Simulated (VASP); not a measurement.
# HgTe (Fm-3m) in VASP: settings compared

HgTe is run at these levels: HF, r2SCANh; tasks: single point.

Everything below comes from runs of VASP 6.6.1. Logs are shortened: lines on timing, memory, paths and dates and some standing lists are left out, and cuts for length are marked.

## Step 1: The cell of the first run

Symmetry: Fm-3m, No. 225, cubic system. Conventional cell: a = 6.310 Å, b = 6.310 Å, c = 6.310 Å, α = 90.00°, β = 90.00°, γ = 90.00°. Within 4.2 Å of Hg (site symmetry m-3m) lie 6 Te at 3.16 Å. Within 4.2 Å of Te (site symmetry m-3m) lie 6 Hg at 3.16 Å.

## Step 2: Single point, HF

File POSCAR:

```
HgTe
1.0
    0.0000000000      3.1551084778      3.1551084778
    3.1551084778      0.0000000000      3.1551084778
    3.1551084778      3.1551084778      0.0000000000
Hg Te
1 1
Direct
    0.0000000000      0.0000000000      0.0000000000
    0.5000000000      0.5000000000      0.5000000000
```

File INCAR.step1:

```
SYSTEM = HgTe
PREC = Accurate
ENCUT = 520
EDIFF = 1E-5
ISMEAR = -1
SIGMA = 0.05
LREAL = .FALSE.
LASPH = .TRUE.
NELM = 80
ALGO = Normal
ISIF = 2
LWAVE = .TRUE.
LCHARG = .FALSE.
GGA = PE
NBANDS = 16
```

File INCAR.step2:

```
SYSTEM = HgTe
PREC = Accurate
ENCUT = 520
EDIFF = 1E-6
ISMEAR = -1
SIGMA = 0.05
LREAL = .FALSE.
LASPH = .TRUE.
NELM = 80
ALGO = Normal
ISIF = 2
LWAVE = .FALSE.
LCHARG = .FALSE.
GGA = PE
LHFCALC = .TRUE.
AEXX = 1.0
ALDAC = 0.0
AGGAC = 0.0
PRECFOCK = Normal
ISTART = 1
NBANDS = 16
```

File KPOINTS:

```
Automatic mesh
0
G
  4 4 4
  0 0 0
```

Potentials or basis: VASP PAW PBE potentials, release 64 (Hg, Te).

The run is started by

```bash
$ cat potpaw_PBE.64/Hg/POTCAR potpaw_PBE.64/Te/POTCAR > POTCAR
$ cp INCAR.step1 INCAR
$ mpirun -np 1 vasp_std > vasp.out
$ cp INCAR.step2 INCAR
$ mpirun -np 1 vasp_std > vasp.out
```

OUTCAR:

```text
SYSTEM = HgTe
   PREC = Accurate
   ENCUT = 520
   EDIFF = 1E-6
   ISMEAR = -1
   LREAL = .FALSE.
   LASPH = .TRUE.
   NELM = 80
   ISIF = 2
   GGA = PE
   LHFCALC = .TRUE.
   AEXX = 1.0
   PRECFOCK = Normal
   ISTART = 1

 ion  position               nearest neighbor table
   1  0.000  0.000  0.000-   2 3.16   2 3.16   2 3.16   2 3.16   2 3.16   2 3.16
   2  0.500  0.500  0.500-   1 3.16   1 3.16   1 3.16   1 3.16   1 3.16   1 3.16

  LATTYP: Found a face centered cubic cell.
 ALAT       =     6.3102169556

  Lattice vectors:

 A1 = (   0.0000000000,   3.1551084778,   3.1551084778)
 A2 = (   3.1551084778,   0.0000000000,   3.1551084778)
 A3 = (   3.1551084778,   3.1551084778,   0.0000000000)

Analysis of symmetry for initial positions (statically):
=====================================================================
 Subroutine PRICEL returns:
 Original cell was already a primitive cell.

 Routine SETGRP: Setting up the symmetry group for a
 face centered cubic supercell.

 Subroutine GETGRP returns: Found 48 space group operations
 (whereof 48 operations were pure point group operations)
 out of a pool of 48 trial point group operations.

The static configuration has the point symmetry O_h .

Analysis of symmetry for dynamics (positions and initial velocities):
=====================================================================
 Subroutine PRICEL returns:
 Original cell was already a primitive cell.

 Routine SETGRP: Setting up the symmetry group for a
 face centered cubic supercell.

 Subroutine GETGRP returns: Found 48 space group operations
 (whereof 48 operations were pure point group operations)
 out of a pool of 48 trial point group operations.

The dynamic configuration has the point symmetry O_h .

 Subroutine INISYM returns: Found 48 space group operations
 (whereof 48 operations are pure point group operations),
 and found     1 'primitive' translations

----------------------------------------------------------------------------------------

                                     Primitive cell

  volume of cell :      62.8164

  direct lattice vectors                    reciprocal lattice vectors
     0.000000000  3.155108478  3.155108478    -0.158473157  0.158473157  0.158473157
     3.155108478  0.000000000  3.155108478     0.158473157 -0.158473157  0.158473157
     3.155108478  3.155108478  0.000000000     0.158473157  0.158473157 -0.158473157

  length of vectors
     4.461997200  4.461997200  4.461997200     0.274483559  0.274483559  0.274483559

  position of ions in fractional coordinates (direct lattice)
     0.000000000  0.000000000  0.000000000
     0.500000000  0.500000000  0.500000000

  ion indices of the primitive-cell ions
   primitive index   ion index
                 1           1
                 2           2

----------------------------------------------------------------------------------------

 KPOINTS: Automatic mesh

Automatic generation of k-mesh.
 Grid dimensions read from file:
 generate k-points for:    4    4    4

 Generating k-lattice:

  Cartesian coordinates                     Fractional coordinates (reciprocal lattice)
    -0.039618289  0.039618289  0.039618289     0.250000000  0.000000000  0.000000000
     0.039618289 -0.039618289  0.039618289     0.000000000  0.250000000  0.000000000
     0.039618289  0.039618289 -0.039618289     0.000000000  0.000000000  0.250000000

  Length of vectors
     0.068620890  0.068620890  0.068620890

  Shift w.r.t. Gamma in fractional coordinates (k-lattice)
     0.000000000  0.000000000  0.000000000

 Subroutine IBZKPT returns following result:
 ===========================================

 Found      8 irreducible k-points:

 Following reciprocal coordinates:
            Coordinates               Weight
  0.000000  0.000000  0.000000      1.000000
  0.250000  0.000000  0.000000      8.000000
  0.500000  0.000000  0.000000      4.000000
  0.250000  0.250000  0.000000      6.000000
  0.500000  0.250000  0.000000     24.000000
 -0.250000  0.250000  0.000000     12.000000
  0.500000  0.500000  0.000000      3.000000
 -0.250000  0.500000  0.250000      6.000000
   k-points           NKPTS =      8   k-points in BZ     NKDIM =     64   number of bands    NBANDS=     16
   number of dos      NEDOS =    301   number of ions     NIONS =      2
   total plane-waves  NPLWV =  46656
   dimension x,y,z NGX =    36 NGY =   36 NGZ =   36
   dimension x,y,z NGXF=    72 NGYF=   72 NGZF=   72
   ions per type =               1   1
   NGX,Y,Z   is equivalent  to a cutoff of  13.41, 13.41, 13.41 a.u.
   NGXF,Y,Z  is equivalent  to a cutoff of  26.83, 26.83, 26.83 a.u.
 SYSTEM =  HgTe
   PREC   = accura    normal or accurate (medium, high low for compatibility)
   ISTART =      1    job   : 0-new  1-cont  2-samecut
   ICHARG =      0    charge: 1-file 2-atom 10-const
   ISPIN  =      1    spin polarized calculation?
   LNONCOLLINEAR =      F non collinear calculations
   LSORBIT =      F    spin-orbit coupling
   LASPH  =      T    aspherical Exc in radial PAW
   ENCUT  =  520.0 eV  38.22 Ry    6.18 a.u.   8.30  8.30  8.30*2*pi/ulx,y,z
   NELM   =     80;   NELMIN=  2; NELMDL=  0     # of ELM steps
   EDIFF  = 0.1E-05   stopping-criterion for ELM
   LREAL  =      F    real-space projection
   EDIFFG = 0.1E-04   stopping-criterion for IOM
   NSW    =      0    number of steps for IOM
   IBRION =     -1    ionic relax: 0-MD 1-quasi-New 2-CG
   NFREE  =      0    steps in history (QN), initial steepest desc. (CG)
   ISIF   =      2    stress and relaxation
   ISYM   =      3    0-nonsym 1-usesym 2-fastsym
   POTIM  = 0.5000    time-step for ionic-motion
   TEBEG  =    0.0;   TEEND  =   0.0 temperature during run
   PSTRESS=    0.0 pullay stress
   NELECT =      18.0000    total number of electrons
   NUPDOWN=      -1.0000    fix difference up-down
   EMIN   =  10.00;   EMAX   =-10.00  energy-range for DOS
   EFERMI =   0.00;   METHOD = LEGACY
   ISMEAR =    -1;   SIGMA  =   0.05  broadening in eV -4-tet -1-fermi 0-gaus
   EFERMI_NEDOS =   21; number of points for ismear=-14 and -15
   IALGO  =     38    algorithm
   IMIX   =      1    mixing-type and parameters
     AMIX     =   0.40;   BMIX     =  1.00
     AMIX_MAG =   1.60;   BMIX_MAG =  1.00
  volume/ion in A,a.u.               =      31.41       211.95
  Fermi-wavevector in a.u.,A,eV,Ry     =   1.079298  2.039577 15.849211  1.164884
  Thomas-Fermi vector in A             =   2.215259
   LORBIT       =      0    0 simple, 1 ext, 2 COOP (PROOUT), +10 PAW based schemes
   GGA     = PE    functional components
   LHFCALC =     T    Hartree Fock is set to
   PRECFOCK=normal    Normal, Fast or Accurate (Low or Medium for compatibility)
   ENCUT4O =  -1.0   cutoff for four orbital integrals eV
   NKREDX  =     1    reduce k-point grid by
   NKREDY  =     1    reduce k-point grid by
   NKREDZ  =     1    reduce k-point grid by
   AEXX    =    1.0000 exact exchange contribution
   HFSCREEN=    0.0000 screening length (either q_TF or 0.3 A-1)
   HFSCREENC=   0.0000 screening length for correlation (either q_TF or 0.3 A-1)
   ENCUTFOCK=  -1.0 apply spherical cutoff to Coloumb kernel
   IVDW    =     0    specifies the selected vdW correction
   LEPSILON=     F    determine dielectric tensor
   LRPA    =     F    only Hartree local field effects (RPA)
 non-spin polarized calculation
  energy-cutoff  :      520.00
  volume of cell :       62.82
 maximum number of plane-waves:      1708
 NGX is ok and might be reduce to    36
  NGX = 28; NGY = 28; NGZ = 28

 number of electron      18.0000000 magnetization

 Free energy of the ion-electron system (eV)
  ---------------------------------------------------
  ext. energy  EPLUGINS =         0.00000000
  ---------------------------------------------------
  free energy    TOTEN  =        -9.70559867 eV

  energy without entropy =       -9.70559863  energy(sigma->0) =       -9.70559865

 E-fermi :   3.2068     XC(G=0):   0.0000

 val. band max:        2.5065940794   @ k =   0.0000   0.0000   0.0000
 cond. band min:       3.9764389772   @ k =   0.5000   0.0000   0.0000
 fundamental gap:      1.4698448979
 Fermi energy:         3.2068444469

 k-point     1 :       0.0000    0.0000    0.0000
  band No.  band energies     occupation
      1     -13.9839      2.00000
      2      -9.9712      2.00000
      3      -9.9665      2.00000
      4      -9.8767      2.00000
      5      -9.8708      2.00000
      6      -9.8657      2.00000
[... 8 lines left out ...]
     15      16.3582      0.00000
     16      16.3697      0.00000

 k-point     2 :       0.2500    0.0000    0.0000
  band No.  band energies     occupation
      1     -13.3702      2.00000
      2     -10.0954      2.00000
      3     -10.0913      2.00000
      4      -9.9044      2.00000
      5      -9.8258      2.00000
      6      -9.8143      2.00000
[... 8 lines left out ...]
     15      16.9327      0.00000
     16      16.9432      0.00000

 k-point     3 :       0.5000    0.0000    0.0000
  band No.  band energies     occupation
      1     -12.5231      2.00000
      2     -10.2213      2.00000
      3     -10.2174      2.00000
      4      -9.9871      2.00000
      5      -9.7679      2.00000
      6      -9.7564      2.00000
[... 8 lines left out ...]
     15      18.5238      0.00000
     16      19.5402      0.00000

 k-point     4 :       0.2500    0.2500    0.0000
  band No.  band energies     occupation
      1     -13.3274      2.00000
      2     -10.0067      2.00000
      3      -9.9396      2.00000
      4      -9.9106      2.00000
      5      -9.8101      2.00000
      6      -9.8043      2.00000
[... 8 lines left out ...]
     15      19.6240      0.00000
     16      19.8061      0.00000

 k-point     5 :       0.5000    0.2500    0.0000
  band No.  band energies     occupation
      1     -12.8288      2.00000
      2     -10.0676      2.00000
      3      -9.9196      2.00000
      4      -9.8190      2.00000
      5      -9.7460      2.00000
      6      -9.4848      2.00000
[... 8 lines left out ...]
     15      18.6315      0.00000
     16      20.0425      0.00000

 k-point     6 :      -0.2500    0.2500    0.0000
  band No.  band energies     occupation
      1     -12.8277      2.00000
      2     -10.1911      2.00000
      3      -9.9872      2.00000
      4      -9.8743      2.00000
      5      -9.7888      2.00000
      6      -9.6733      2.00000
[... 8 lines left out ...]
     15      18.2120      0.00000
     16      19.1186      0.00000

 k-point     7 :       0.5000    0.5000    0.0000
  band No.  band energies     occupation
      1     -13.0478      2.00000
      2      -9.9514      2.00000
      3      -9.9094      2.00000
      4      -9.7168      2.00000
      5      -9.7108      2.00000
      6      -8.7507      2.00000
[... 8 lines left out ...]
     15      18.0037      0.00000
     16      21.5670      0.00000

 k-point     8 :      -0.2500    0.5000    0.2500
  band No.  band energies     occupation
      1     -12.8323      2.00000
      2     -10.1020      2.00000
      3      -9.8608      2.00000
      4      -9.8546      2.00000
      5      -9.7116      2.00000
      6      -8.9706      2.00000
[... 8 lines left out ...]
     15      19.3038      0.00000
     16      19.3103      0.00000

------------------------ aborting loop because EDIFF is reached ----------------------------------------

  FORCE on cell =-STRESS in cart. coord.  units (eV):
  Direction    XX          YY          ZZ          XY          YZ          ZX
  --------------------------------------------------------------------------------------
  -------------------------------------------------------------------------------------
  Total       -0.7725019     -0.7725019     -0.7725019     -0.0000000     -0.0000000      0.0000000
  in kB      -19.7032214    -19.7032214    -19.7032214     -0.0000000     -0.0000000      0.0000000
  external PRESSURE =     -19.7032214 kB  Pullay stress =       0.0000000 kB

 VOLUME and BASIS-vectors are now :
 -----------------------------------------------------------------------------
  energy-cutoff  :      520.00
  volume of cell :       62.82
      direct lattice vectors                 reciprocal lattice vectors
     0.000000000  3.155108478  3.155108478    -0.158473157  0.158473157  0.158473157
     3.155108478  0.000000000  3.155108478     0.158473157 -0.158473157  0.158473157
     3.155108478  3.155108478  0.000000000     0.158473157  0.158473157 -0.158473157

 POSITION                                       TOTAL-FORCE (eV/Angst)
 -----------------------------------------------------------------------------------
      0.00000      0.00000      0.00000        -0.000000     -0.000000      0.000000
      3.15511      3.15511      3.15511         0.000000      0.000000     -0.000000
 -----------------------------------------------------------------------------------
    total drift:                                0.000000      0.000000      0.000000

  FREE ENERGIE OF THE ION-ELECTRON SYSTEM (eV)
  ---------------------------------------------------
  free  energy   TOTEN  =        -9.7055986671 eV

  energy  without entropy=       -9.7055986265  energy(sigma->0) =       -9.70559865
```

It used 1900 s of CPU time on 1 thread of AMD EPYC 7R13 Processor (Zen 3), with other jobs on the host.

What came out:

| Property | Result |
| --- | --- |
| Free energy | -9.7056 eV |
| Pressure | -2.0 GPa |
| Band gap on the k mesh | zero (bands 9 and 10 overlap by 2.93 eV) |

Levels at points of the mesh, in eV from the Fermi level:
| k point | band 7 | band 8 | band 9 | band 10 | band 11 | band 12 |
| --- | --- | --- | --- | --- | --- | --- |
| (0.00, 0.00, 0.00) | -2.73 | -2.64 | -2.58 | -0.70 | 12.19 | 12.20 |
| (0.50, 0.00, 0.00) | -8.79 | -1.88 | 0.77 | 6.05 | 8.30 | 8.33 |
| (0.50, 0.50, 0.00) | -6.84 | -4.46 | -4.41 | -2.16 | 8.99 | 14.24 |

Caveat: the k points lie up to 0.43 Å⁻¹ apart, too coarse for converged energies and pressures of a metal; the PAW data sets were made with another functional, which shifts forces and pressure a little; spin-orbit coupling is left out, which moves the levels of the heavy elements.

## Step 3: Single point, r2SCANh

This run uses another cell than the first one, of 32.16 Å³/atom.

File POSCAR:

```
HgTe
1.0
    0.0000000000      3.1800000000      3.1800000000
    3.1800000000      0.0000000000      3.1800000000
    3.1800000000      3.1800000000      0.0000000000
Hg Te
1 1
Direct
    0.0000000000      0.0000000000      0.0000000000
    0.5000000000      0.5000000000      0.5000000000
```

File INCAR.step1:

```
SYSTEM = HgTe
ALGO = Normal
EDIFF = 1E-5
ENCUT = 520
GGA = PE
ISIF = 2
ISMEAR = -1
LASPH = .TRUE.
LCHARG = .FALSE.
LREAL = .FALSE.
LWAVE = .TRUE.
NBANDS = 16
NELM = 60
PREC = Accurate
SIGMA = 0.05
```

File INCAR.step2:

```
SYSTEM = HgTe
AEXX = 0.1
ALGO = Normal
EDIFF = 1E-7
ENCUT = 520
ISIF = 2
ISMEAR = -1
ISTART = 1
LASPH = .TRUE.
LCHARG = .FALSE.
LHFCALC = .TRUE.
LMIXTAU = .TRUE.
LREAL = .FALSE.
LWAVE = .FALSE.
METAGGA = R2SCAN
NBANDS = 16
NELM = 60
PREC = Accurate
PRECFOCK = Normal
SIGMA = 0.05
```

File KPOINTS:

```
k-points
0
G
  4 4 4
  0 0 0
```

Potentials or basis: VASP PAW PBE potentials, release 64 (Hg, Te).

The run is started by

```bash
$ cat potpaw_PBE.64/Hg/POTCAR potpaw_PBE.64/Te/POTCAR > POTCAR
$ cp INCAR.step1 INCAR
$ mpirun -np 1 vasp_std > vasp.out
$ cp INCAR.step2 INCAR
$ mpirun -np 1 vasp_std > vasp.out
```

OUTCAR:

```text
SYSTEM = HgTe
   AEXX = 0.1
   EDIFF = 1E-7
   ENCUT = 520
   ISIF = 2
   ISMEAR = -1
   ISTART = 1
   LASPH = .TRUE.
   LHFCALC = .TRUE.
   LREAL = .FALSE.
   METAGGA = R2SCAN
   NELM = 60
   PREC = Accurate
   PRECFOCK = Normal

 ion  position               nearest neighbor table
   1  0.000  0.000  0.000-   2 3.18   2 3.18   2 3.18   2 3.18   2 3.18   2 3.18
   2  0.500  0.500  0.500-   1 3.18   1 3.18   1 3.18   1 3.18   1 3.18   1 3.18

  LATTYP: Found a face centered cubic cell.
 ALAT       =     6.3600000000

  Lattice vectors:

 A1 = (   0.0000000000,   3.1800000000,   3.1800000000)
 A2 = (   3.1800000000,   0.0000000000,   3.1800000000)
 A3 = (   3.1800000000,   3.1800000000,   0.0000000000)

Analysis of symmetry for initial positions (statically):
=====================================================================
 Subroutine PRICEL returns:
 Original cell was already a primitive cell.

 Routine SETGRP: Setting up the symmetry group for a
 face centered cubic supercell.

[... 153 lines left out ...]
  free energy    TOTEN  =       -68.22195975 eV

  energy without entropy =      -68.21262772  energy(sigma->0) =      -68.21729373

 E-fermi :   2.9454     XC(G=0):  -8.9288

 val. band max:        2.9437807120   @ k =   0.5000   0.0000   0.0000
 cond. band min:       3.5898622504   @ k =   0.5000   0.2500   0.0000
 fundamental gap:      0.6460815383
 Fermi energy:         2.9454283437

 k-point     1 :       0.0000    0.0000    0.0000
  band No.  band energies     occupation
      1      -9.3381      2.00000
      2      -4.5158      2.00000
      3      -4.5158      2.00000
      4      -4.4642      2.00000
      5      -4.4642      2.00000
      6      -4.4642      2.00000
[... 129 lines left out ...]
      3      -4.4571      2.00000
      4      -4.4571      2.00000
      5      -4.3024      2.00000
      6      -3.9453      2.00000
[... 8 lines left out ...]
     15      13.8548      0.00000
     16      16.3025      0.00000

------------------------ aborting loop because EDIFF is reached ----------------------------------------

  FORCE on cell =-STRESS in cart. coord.  units (eV):
  Direction    XX          YY          ZZ          XY          YZ          ZX
  --------------------------------------------------------------------------------------
  -------------------------------------------------------------------------------------
  Total       -1.7831665     -1.7831665     -1.7831665      0.0000000      0.0000000     -0.0000000
  in kB      -44.4212866    -44.4212866    -44.4212866      0.0000000      0.0000000     -0.0000000
  external PRESSURE =     -44.4212866 kB  Pullay stress =       0.0000000 kB

 VOLUME and BASIS-vectors are now :
 -----------------------------------------------------------------------------
  energy-cutoff  :      520.00
  volume of cell :       64.31
      direct lattice vectors                 reciprocal lattice vectors
     0.000000000  3.180000000  3.180000000    -0.157232704  0.157232704  0.157232704
     3.180000000  0.000000000  3.180000000     0.157232704 -0.157232704  0.157232704
     3.180000000  3.180000000  0.000000000     0.157232704  0.157232704 -0.157232704

 POSITION                                       TOTAL-FORCE (eV/Angst)
 -----------------------------------------------------------------------------------
      0.00000      0.00000      0.00000         0.000000      0.000000     -0.000000
      3.18000      3.18000      3.18000         0.000000      0.000000      0.000000
 -----------------------------------------------------------------------------------
    total drift:                                0.000000      0.000000      0.000000

  FREE ENERGIE OF THE ION-ELECTRON SYSTEM (eV)
  ---------------------------------------------------
  free  energy   TOTEN  =       -68.2219597458 eV

  energy  without entropy=      -68.2126277170  energy(sigma->0) =      -68.21729373
```

Run time: 19 min. Hardware: 1 thread of AMD EPYC 7R13 (Zen 3), shared host; peak memory 0.19 GiB.

What came out:

- Free energy: -68.2220 eV
- Pressure: -4.4 GPa
- Band gap on the k mesh: zero (bands 9 and 10 overlap by 2.21 eV)

Caveat: the k points lie up to 0.43 Å⁻¹ apart, too coarse for converged energies and pressures of a metal; the PAW data sets were made with another functional, which shifts forces and pressure a little; spin-orbit coupling is left out, which moves the levels of the heavy elements.
